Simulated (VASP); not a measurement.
Runs of VASP 6.6.1 on GaSb3. The structure is that of space group I4/mmm (No. 139), or close to it. The cells are those of the table. 

| cell | gap on the mesh (eV) | pressure (GPa) |
| --- | --- | --- |
| a = 5.189, b = 5.189, c = 5.258 Å, angles 59.6, 59.6, 60.9°, 4 atoms | none | -2.9 |
| a = 4.989, b = 4.989, c = 5.120 Å, angles 59.1, 59.1, 61.7°, 4 atoms | none | 4.6 |
| a = 5.062, b = 5.062, c = 5.261 Å, angles 58.7, 58.7, 62.6°, 4 atoms | none | 0.4 |
| a = 5.100, b = 5.100, c = 5.168 Å, angles 59.6, 59.6, 60.9°, 4 atoms | none | 0.2 |
| a = 4.971, b = 4.971, c = 5.166 Å, angles 58.7, 58.7, 62.6°, 4 atoms | none | 4.7 |
| a = 5.017, b = 5.017, c = 5.214 Å, angles 58.7, 58.7, 62.6°, 4 atoms | none | (a) |
| a = 5.105, b = 5.105, c = 4.897 Å, angles 61.3, 61.3, 57.3°, 4 atoms | none | (b) |
| a = 5.153, b = 5.153, c = 4.942 Å, angles 61.3, 61.3, 57.3°, 4 atoms | none | 2.5 |
| a = 5.078, b = 5.078, c = 4.941 Å, angles 60.9, 60.9, 58.2°, 4 atoms | none | 4.6 |
| a = 5.125, b = 5.125, c = 5.260 Å, angles 59.1, 59.1, 61.7°, 4 atoms | none | -1.4 |
| a = 5.057, b = 5.057, c = 4.850 Å, angles 61.3, 61.3, 57.3°, 4 atoms | none | (c) |
| a = 4.924, b = 4.924, c = 5.117 Å, angles 58.7, 58.7, 62.6°, 4 atoms | none | 7.4 |

Alike in all rows: task single point; level LDA; potentials or basis VASP PAW LDA potentials, release 64 (Ga_d, Sb); no spin polarisation; k mesh 10 × 10 × 10; cutoff (eV) 520; smearing gaussian 0.15 eV.

Q: Fill in the values left out.

A: (a) 2.4; (b) 4.8; (c) 7.5.

Caveats: spin-orbit coupling is left out, which moves the levels of the heavy elements.

A k mesh can miss the band edges, and the runs leave out spin-orbit coupling on Ga, Sb.

A gap of «none» marks levels without a gap at the run's occupations.
